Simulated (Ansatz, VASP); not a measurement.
**CdS: VASP beside Ansatz**

POSCAR

```
CdS
1.0
    0.1123717518      2.9634101495      2.9634101495
    2.9634101495      0.1123717518      2.9634101495
    2.9634101495      2.9634101495      0.1123717518
Cd S
1 1
Direct
    0.0043133916      0.0043133916      0.0043133916
    0.2456866084      0.2456866084      0.2456866084
```

Contents of INCAR.step1:

```
  PREC = Accurate
  ENCUT = 520
  ISMEAR = -1
  SIGMA = 0.02
  LREAL = F
  LASPH = T
  NELM = 150
  LNONCOLLINEAR = T
  MAGMOM = 0 0 0 0 0 0
  LSORBIT = T
  GGA_COMPAT = F
  NBANDS = 30
  GGA = PE
  ALGO = Normal
  EDIFF = 1E-4
  LWAVE = T
  LCHARG = F
```

Contents of INCAR.step2:

```
  PREC = Accurate
  ENCUT = 520
  EDIFF = 1E-7
  ISMEAR = -1
  SIGMA = 0.02
  LREAL = F
  LASPH = T
  NELM = 150
  ALGO = Normal
  ISIF = 2
  LWAVE = F
  LCHARG = F
  LNONCOLLINEAR = T
  MAGMOM = 0 0 0 0 0 0
  LORBIT = 11
  LSORBIT = T
  GGA_COMPAT = F
  LORBMOM = T
  METAGGA = R2SCAN
  LMIXTAU = T
  NBANDS = 30
  ISTART = 1
```

KPOINTS

```
regular mesh
0
Gamma
  8 8 8
```

Input for Ansatz:

```yaml
crystal:
  lattice:
    - [0.1123717518, 2.9634101495, 2.9634101495]
    - [2.9634101495, 0.1123717518, 2.9634101495]
    - [2.9634101495, 2.9634101495, 0.1123717518]
  atoms:
    - { symbol: Cd, position: [0.0043133916, 0.0043133916, 0.0043133916] }
    - { symbol: S, position: [0.2456866084, 0.2456866084, 0.2456866084] }
kpoints:
  mp_grid: { grid: [8, 8, 8] }
  band_path:
    path:
      - [0.0, 0.0, 0.0]
      - [-0.5, -0.5, 0.0]
      - [-0.375, -0.375, 0.25]
      - [-0.375, 0.0, 0.375]
      - [0.0, 0.0, 0.5]
      - [-0.5, -0.25, 0.25]
    npoints: 1
hamiltonian:
  xc: r2scan
scf:
  occupations: { method: fermi_dirac, width: 0.02 }
  n_extra_bands: 8
magnetization:
  noncollinear: true
  spin_orbit: true
output:
  forces: true
  stress: true
  eigenvalues: true
  write_density: true
  write_potential: true
  elf: true
  volumetric_format: npy
```

Change from the starting cell: epitaxial_111 strain -3.0%.

Alike in both runs: task single point; functional r2SCAN; k mesh 8 × 8 × 8; occupations fermi-dirac, width 0.02 eV; non-collinear spin, spin-orbit coupling.

```csv
,VASP,Ansatz
version,VASP 6.6.1,Ansatz 0.2.0
potentials or method,"VASP PAW PBE potentials, release 64 (Cd, S)","plane waves, PAW"
plane-wave cutoff (eV),520,500
valence electrons in the cell,18,26
```

Ansatz gave:

- pressure (GPa): 2.0
- traceless stress, the component that is largest in VASP (GPa): -1.01
- rms of the force components (eV/Å): 0.000

Question: Which values does VASP return?

Answer: Pressure (GPa): 2.3; traceless stress, the component that is largest in VASP (GPa): -1.01; rms of the force components (eV/Å): 0.003.

VASP's potentials were made for PBE, not for r2SCAN. Atom by atom the forces differ by 0.003 eV/Å (rms over components). VASP's potentials hold 18 valence electrons a cell and Ansatz's 26, so a difference there can come from the potentials and not from the codes.
